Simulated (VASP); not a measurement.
Here is a VASP 6.6.1 calculation.

Contents of POSCAR:

```
W
1.0
   -1.5848038465      1.5848038465      1.5848038465
    1.5848038465     -1.5848038465      1.5848038465
    1.5848038465      1.5848038465     -1.5848038465
W
1
Direct
    0.0000000000      0.0000000000      0.0000000000
```

Contents of INCAR.step1:

```
SYSTEM = W
PREC = Accurate
ENCUT = 520
ISMEAR = 0
SIGMA = 1.0
LREAL = .False.
LASPH = .True.
NELM = 60
NBANDS = 13
GGA = PE
ALGO = Normal
EDIFF = 1E-4
LWAVE = .True.
LCHARG = .False.
```

The input INCAR.step2:

```
SYSTEM = W
PREC = Accurate
ENCUT = 520
EDIFF = 1E-6
ISMEAR = 0
SIGMA = 1.0
LREAL = .False.
LASPH = .True.
NELM = 60
ALGO = Normal
ISIF = 2
LWAVE = .False.
LCHARG = .False.
METAGGA = R2SCAN
LMIXTAU = .True.
NBANDS = 13
ISTART = 1
```

File KPOINTS:

```
Automatic mesh
0
Gamma
  14 14 14
  0 0 0
```

Potentials or basis: VASP PAW PBE potentials, release 64 (W_sv).

Command:

```console
$ cat potpaw_PBE.64/W_sv/POTCAR > POTCAR
$ cp INCAR.step1 INCAR
$ mpirun -np 1 vasp_std > vasp.out
$ cp INCAR.step2 INCAR
$ mpirun -np 1 vasp_std > vasp.out
```

Q: What does it give for the band gap on the k mesh?

A: Zero (bands 7 and 8 overlap by 6.58 eV).

Q: What does it give for the pressure?

A: 1.6 GPa.

Caveat: so wide a smearing shifts energies and pressures; the PAW data sets were made with another functional, which shifts forces and pressure a little; spin-orbit coupling is left out, which moves the levels of the heavy elements.
